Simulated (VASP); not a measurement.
# AgI (zincblende type) (F-43m) in VASP: further runs

Runs on AgI (zincblende type). Level: PBEsol. Tasks: single point.

All numbers are computed with VASP 6.6.1; they aren't measurements. Logs are shortened: lines on timing, memory, paths and dates and some standing lists are left out, and cuts for length are marked.

## Step 1: The cell of the first run

The structure is cubic, space group F-43m (No. 216). The conventional cell has a = 5.442 Å, b = 5.442 Å, c = 5.442 Å, α = 90.00°, β = 90.00°, γ = 90.00°. Within 3.1 Å of Ag (site symmetry -43m) lie 4 I at 2.36 Å. I (site symmetry -43m) has 4 Ag at 2.36 Å within 3.1 Å.

## Step 2: Single point, PBEsol (volume scaled by 0.6)

The input, INCAR:

```
PREC     = Accurate       # precision mode
ENCUT    = 500            # plane-wave cutoff, eV
EDIFF    = 1E-6           # SCF threshold, eV
ISMEAR   = -1             # smearing method
SIGMA    = 0.05           # smearing width, eV
LREAL    = False          # projectors in reciprocal space
LASPH    = True           # aspherical terms in the spheres
NELM     = 120            # most SCF steps
ALGO     = Normal         # electronic algorithm
ISIF     = 2              # what is computed and relaxed
LWAVE    = False          # write WAVECAR
LCHARG   = False          # write CHGCAR
GGA      = PS             # functional
NBANDS   = 16             # bands
GGA_COMPAT= False
```

The input, KPOINTS:

```
Automatic mesh
0
Gamma
  12 12 12
```

The input, POSCAR:

```
AgI
1.0
    0.0000000000      2.7209945169      2.7209945169
    2.7209945169      0.0000000000      2.7209945169
    2.7209945169      2.7209945169      0.0000000000
Ag I
1 1
Direct
    0.0000000000      0.0000000000      0.0000000000
    0.2500000000      0.2500000000      0.2500000000
```

Potentials or basis: VASP PAW PBE potentials, release 64 (Ag, I).

The run is started by

```bash
$ cat potpaw_PBE.64/Ag/POTCAR potpaw_PBE.64/I/POTCAR > POTCAR
$ mpirun -np 1 vasp_std > vasp.out
```

OUTCAR:

```text
PREC = Accurate
   ENCUT = 500
   EDIFF = 1E-6
   ISMEAR = -1
   LREAL = False
   LASPH = True
   NELM = 120
   ISIF = 2
   GGA = PS

 ion  position               nearest neighbor table
   1  0.000  0.000  0.000-   2 2.36   2 2.36   2 2.36   2 2.36
   2  0.250  0.250  0.250-   1 2.36   1 2.36   1 2.36   1 2.36

  LATTYP: Found a face centered cubic cell.
 ALAT       =     5.4419890338

  Lattice vectors:

 A1 = (   0.0000000000,   2.7209945169,   2.7209945169)
 A2 = (   2.7209945169,   0.0000000000,   2.7209945169)
 A3 = (   2.7209945169,   2.7209945169,   0.0000000000)

Analysis of symmetry for initial positions (statically):
=====================================================================
 Subroutine PRICEL returns:
 Original cell was already a primitive cell.

 Routine SETGRP: Setting up the symmetry group for a
 face centered cubic supercell.

 Subroutine GETGRP returns: Found 24 space group operations
 (whereof 24 operations were pure point group operations)
 out of a pool of 48 trial point group operations.

The static configuration has the point symmetry T_d .

Analysis of symmetry for dynamics (positions and initial velocities):
=====================================================================
 Subroutine PRICEL returns:
 Original cell was already a primitive cell.

 Routine SETGRP: Setting up the symmetry group for a
 face centered cubic supercell.

 Subroutine GETGRP returns: Found 24 space group operations
 (whereof 24 operations were pure point group operations)
 out of a pool of 48 trial point group operations.

The dynamic configuration has the point symmetry T_d .

 Subroutine INISYM returns: Found 24 space group operations
 (whereof 24 operations are pure point group operations),
 and found     1 'primitive' translations

----------------------------------------------------------------------------------------

                                     Primitive cell

  volume of cell :      40.2915

  direct lattice vectors                    reciprocal lattice vectors
     0.000000000  2.720994517  2.720994517    -0.183756342  0.183756342  0.183756342
     2.720994517  0.000000000  2.720994517     0.183756342 -0.183756342  0.183756342
     2.720994517  2.720994517  0.000000000     0.183756342  0.183756342 -0.183756342

  length of vectors
     3.848067349  3.848067349  3.848067349     0.318275321  0.318275321  0.318275321

  position of ions in fractional coordinates (direct lattice)
     0.000000000  0.000000000  0.000000000
     0.250000000  0.250000000  0.250000000

  ion indices of the primitive-cell ions
   primitive index   ion index
                 1           1
                 2           2

----------------------------------------------------------------------------------------

 KPOINTS: Automatic mesh

Automatic generation of k-mesh.
 Grid dimensions read from file:
 generate k-points for:   12   12   12

 Generating k-lattice:

  Cartesian coordinates                     Fractional coordinates (reciprocal lattice)
    -0.015313029  0.015313029  0.015313029     0.083333333  0.000000000  0.000000000
     0.015313029 -0.015313029  0.015313029     0.000000000  0.083333333  0.000000000
     0.015313029  0.015313029 -0.015313029     0.000000000  0.000000000  0.083333333

  Length of vectors
     0.026522943  0.026522943  0.026522943

  Shift w.r.t. Gamma in fractional coordinates (k-lattice)
     0.000000000  0.000000000  0.000000000

 Subroutine IBZKPT returns following result:
 ===========================================

 Found     72 irreducible k-points:

 Following reciprocal coordinates:
            Coordinates               Weight
  0.000000  0.000000  0.000000      1.000000
  0.083333  0.000000  0.000000      8.000000
  0.166667  0.000000  0.000000      8.000000
  0.250000  0.000000  0.000000      8.000000
  0.333333  0.000000  0.000000      8.000000
  0.416667  0.000000  0.000000      8.000000
[... 16 lines left out ...]
  0.500000  0.166667  0.000000     24.000000
 -0.416667  0.166667  0.000000     24.000000
 [... further k-points ...]
   k-points           NKPTS =     72   k-points in BZ     NKDIM =     72   number of bands    NBANDS=     16
   number of dos      NEDOS =    301   number of ions     NIONS =      2
   total plane-waves  NPLWV =  21952
   dimension x,y,z NGX =    28 NGY =   28 NGZ =   28
   dimension x,y,z NGXF=    56 NGYF=   56 NGZF=   56
   ions per type =               1   1
   NGX,Y,Z   is equivalent  to a cutoff of  12.10, 12.10, 12.10 a.u.
   NGXF,Y,Z  is equivalent  to a cutoff of  24.19, 24.19, 24.19 a.u.
 SYSTEM =  unknown system
   PREC   = accura    normal or accurate (medium, high low for compatibility)
   ISTART =      0    job   : 0-new  1-cont  2-samecut
   ICHARG =      2    charge: 1-file 2-atom 10-const
   ISPIN  =      1    spin polarized calculation?
   LNONCOLLINEAR =      F non collinear calculations
   LSORBIT =      F    spin-orbit coupling
   LASPH  =      T    aspherical Exc in radial PAW
   ENCUT  =  500.0 eV  36.75 Ry    6.06 a.u.   7.02  7.02  7.02*2*pi/ulx,y,z
   NELM   =    120;   NELMIN=  2; NELMDL= -5     # of ELM steps
   EDIFF  = 0.1E-05   stopping-criterion for ELM
   LREAL  =      F    real-space projection
   EDIFFG = 0.1E-04   stopping-criterion for IOM
   NSW    =      0    number of steps for IOM
   IBRION =     -1    ionic relax: 0-MD 1-quasi-New 2-CG
   NFREE  =      0    steps in history (QN), initial steepest desc. (CG)
   ISIF   =      2    stress and relaxation
   ISYM   =      2    0-nonsym 1-usesym 2-fastsym
   POTIM  = 0.5000    time-step for ionic-motion
   TEBEG  =    0.0;   TEEND  =   0.0 temperature during run
   PSTRESS=    0.0 pullay stress
   NELECT =      18.0000    total number of electrons
   NUPDOWN=      -1.0000    fix difference up-down
   EMIN   =  10.00;   EMAX   =-10.00  energy-range for DOS
   EFERMI =   0.00;   METHOD = LEGACY
   ISMEAR =    -1;   SIGMA  =   0.05  broadening in eV -4-tet -1-fermi 0-gaus
   EFERMI_NEDOS =   21; number of points for ismear=-14 and -15
   IALGO  =     38    algorithm
   IMIX   =      4    mixing-type and parameters
     AMIX     =   0.40;   BMIX     =  1.00
     AMIX_MAG =   1.60;   BMIX_MAG =  1.00
  volume/ion in A,a.u.               =      20.15       135.95
  Fermi-wavevector in a.u.,A,eV,Ry     =   1.251492  2.364977 21.309876  1.566232
  Thomas-Fermi vector in A             =   2.385437
   LORBIT       =      0    0 simple, 1 ext, 2 COOP (PROOUT), +10 PAW based schemes
   GGA     = PS    functional components
   LHFCALC =     F    Hartree Fock is set to
   AEXX    =    0.0000 exact exchange contribution
   IVDW    =     0    specifies the selected vdW correction
   LEPSILON=     F    determine dielectric tensor
   LRPA    =     F    only Hartree local field effects (RPA)
 non-spin polarized calculation
  energy-cutoff  :      500.00
  volume of cell :       40.29
 maximum number of plane-waves:      1036
   NGX = 13   NGY = 13   NGZ = 13

 number of electron      18.0000002 magnetization

 Free energy of the ion-electron system (eV)
  ---------------------------------------------------
  ext. energy  EPLUGINS =         0.00000000
  ---------------------------------------------------
  free energy    TOTEN  =        -2.11237193 eV

  energy without entropy =       -2.11237191  energy(sigma->0) =       -2.11237192

 E-fermi :  11.7605     XC(G=0): -11.2955

 val. band max:       11.1197016015   @ k =   0.0000   0.0000   0.0000
 cond. band min:      12.3314463922   @ k =   0.0000   0.0000   0.0000
 fundamental gap:      1.2117447908
 Fermi energy:        11.7605222980

 k-point     1 :       0.0000    0.0000    0.0000
  band No.  band energies     occupation
      1      -6.1645      2.00000
      2       2.1771      2.00000
      3       2.1771      2.00000
      4       2.1771      2.00000
      5       4.2040      2.00000
      6       4.2040      2.00000
[... 8 lines left out ...]
     15      21.0981      0.00000
     16      21.0981      0.00000

 k-point     2 :       0.0833    0.0000    0.0000
  band No.  band energies     occupation
      1      -6.1039      2.00000
      2       2.1465      2.00000
      3       2.2043      2.00000
      4       2.2043      2.00000
      5       4.1946      2.00000
      6       4.1946      2.00000
[... 8 lines left out ...]
     15      20.4294      0.00000
     16      20.4294      0.00000

 k-point     3 :       0.1667    0.0000    0.0000
  band No.  band energies     occupation
      1      -5.9331      2.00000
      2       2.0783      2.00000
      3       2.2767      2.00000
      4       2.2767      2.00000
      5       4.1768      2.00000
      6       4.1768      2.00000
[... 8 lines left out ...]
     15      19.9025      0.00000
     16      19.9145      0.00000

 k-point     4 :       0.2500    0.0000    0.0000
  band No.  band energies     occupation
      1      -5.6860      2.00000
      2       2.0303      2.00000
      3       2.3685      2.00000
      4       2.3685      2.00000
      5       4.1748      2.00000
      6       4.1748      2.00000
[... 8 lines left out ...]
     15      19.9421      0.00000
     16      19.9421      0.00000

 k-point     5 :       0.3333    0.0000    0.0000
  band No.  band energies     occupation
      1      -5.4207      2.00000
      2       2.0628      2.00000
      3       2.4484      2.00000
      4       2.4484      2.00000
      5       4.2058      2.00000
      6       4.2058      2.00000
[... 8 lines left out ...]
     15      20.5977      0.00000
     16      20.5977      0.00000

 k-point     6 :       0.4167    0.0000    0.0000
  band No.  band energies     occupation
      1      -5.2131      2.00000
      2       2.1871      2.00000
      3       2.4968      2.00000
      4       2.4968      2.00000
      5       4.2552      2.00000
      6       4.2552      2.00000
[... 8 lines left out ...]
     15      21.5928      0.00000
     16      21.5928      0.00000

 k-point     7 :       0.5000    0.0000    0.0000
  band No.  band energies     occupation
      1      -5.1340      2.00000
      2       2.2768      2.00000
      3       2.5121      2.00000
      4       2.5121      2.00000
      5       4.2800      2.00000
      6       4.2800      2.00000
[... 8 lines left out ...]
     15      22.2470      0.00000
     16      22.2470      0.00000

 k-point     8 :       0.0833    0.0833    0.0000
  band No.  band energies     occupation
      1      -6.0837      2.00000
      2       2.1172      2.00000
      3       2.2239      2.00000
      4       2.2239      2.00000
      5       4.1643      2.00000
      6       4.2176      2.00000
[... 8 lines left out ...]
     15      20.6590      0.00000
     16      21.4174      0.00000

 k-point     9 :       0.1667    0.0833    0.0000
  band No.  band energies     occupation
      1      -5.9494      2.00000
      2       2.0517      2.00000
      3       2.2845      2.00000
      4       2.2928      2.00000
      5       4.1251      2.00000
      6       4.2246      2.00000
[... 8 lines left out ...]
     15      20.8491      0.00000
     16      20.8668      0.00000
[... 172 lines left out ...]
 k-point    19 :       0.1667    0.1667    0.0000
  band No.  band energies     occupation
      1      -5.8554      2.00000
      2       1.9637      2.00000
      3       2.3639      2.00000
      4       2.3639      2.00000
      5       4.0668      2.00000
      6       4.2554      2.00000
[... 8 lines left out ...]
     15      21.6729      0.00000
     16      22.3279      0.00000

 k-point    20 :       0.2500    0.1667    0.0000
  band No.  band energies     occupation
      1      -5.6693      2.00000
      2       1.8912      2.00000
      3       2.4592      2.00000
      4       2.4689      2.00000
      5       4.0292      2.00000
      6       4.2757      2.00000
[... 8 lines left out ...]
     15      21.4201      0.00000
     16      22.0692      0.00000

 k-point    21 :       0.3333    0.1667    0.0000
  band No.  band energies     occupation
      1      -5.4318      2.00000
      2       1.8893      2.00000
      3       2.5439      2.00000
      4       2.5735      2.00000
      5       4.0515      2.00000
      6       4.2963      2.00000
[... 8 lines left out ...]
     15      21.6616      0.00000
     16      21.8254      0.00000

 k-point    22 :       0.4167    0.1667    0.0000
  band No.  band energies     occupation
      1      -5.2040      2.00000
      2       1.9930      2.00000
      3       2.6095      2.00000
      4       2.6454      2.00000
      5       4.1494      2.00000
      6       4.3112      2.00000
[... 8 lines left out ...]
     15      22.3033      0.00000
     16      22.3752      0.00000

 k-point    23 :       0.5000    0.1667    0.0000
  band No.  band energies     occupation
      1      -5.0545      2.00000
      2       2.1689      2.00000
      3       2.6616      2.00000
      4       2.6709      2.00000
      5       4.2528      2.00000
      6       4.2906      2.00000
[... 8 lines left out ...]
     15      22.4955      0.00000
     16      22.5977      0.00000

 k-point    24 :      -0.4167    0.1667    0.0000
  band No.  band energies     occupation
      1      -5.0345      2.00000
      2       2.2994      2.00000
      3       2.6048      2.00000
      4       2.6532      2.00000
      5       4.2202      2.00000
      6       4.2305      2.00000
[... 8 lines left out ...]
     15      21.4007      0.00000
     16      22.0323      0.00000

 [... further k-points ...]

------------------------ aborting loop because EDIFF is reached ----------------------------------------

  FORCE on cell =-STRESS in cart. coord.  units (eV):
  Direction    XX          YY          ZZ          XY          YZ          ZX
  --------------------------------------------------------------------------------------
  -------------------------------------------------------------------------------------
  Total       17.0073053     17.0073053     17.0073053      0.0000000     -0.0000000     -0.0000000
  in kB      676.2902025    676.2902025    676.2902025      0.0000000     -0.0000000     -0.0000000
  external PRESSURE =     676.2902025 kB  Pullay stress =       0.0000000 kB

 VOLUME and BASIS-vectors are now :
 -----------------------------------------------------------------------------
  energy-cutoff  :      500.00
  volume of cell :       40.29
      direct lattice vectors                 reciprocal lattice vectors
     0.000000000  2.720994517  2.720994517    -0.183756342  0.183756342  0.183756342
     2.720994517  0.000000000  2.720994517     0.183756342 -0.183756342  0.183756342
     2.720994517  2.720994517  0.000000000     0.183756342  0.183756342 -0.183756342

 POSITION                                       TOTAL-FORCE (eV/Angst)
 -----------------------------------------------------------------------------------
      0.00000      0.00000      0.00000        -0.000000     -0.000000     -0.000000
      1.36050      1.36050      1.36050         0.000000      0.000000      0.000000
 -----------------------------------------------------------------------------------
    total drift:                                0.000001      0.000001      0.000000

  FREE ENERGIE OF THE ION-ELECTRON SYSTEM (eV)
  ---------------------------------------------------
  free  energy   TOTEN  =        -2.1123719283 eV

  energy  without entropy=       -2.1123719111  energy(sigma->0) =       -2.11237192
```

Run time: 18 s. Hardware: 1 thread of Intel Xeon 6975P-C (Granite Rapids), shared host; peak memory 0.18 GiB.

Results:

```yaml
Free_energy: -2.1124 eV
Pressure: 67.6 GPa
Band_gap_on_the_k_mesh: 1.21 eV, direct
```

Levels at points of the mesh, in eV from the valence-band top:
```
           k point  band 7  band 8  band 9  band 10  band 11  band 12
(0.00, 0.00, 0.00)    0.00    0.00    0.00     1.21     4.29     4.29
(0.50, 0.00, 0.00)   -6.41   -1.95   -1.95     1.99     5.12     5.12
(0.50, 0.50, 0.00)   -5.72   -4.54   -4.54     1.80     2.58    10.40
```

Caveat: the PAW data sets were made with another functional, which shifts forces and pressure a little; spin-orbit coupling is left out, which moves the levels of the heavy elements. A k mesh can miss the band edges.

(Continued in part 2 of 2.)
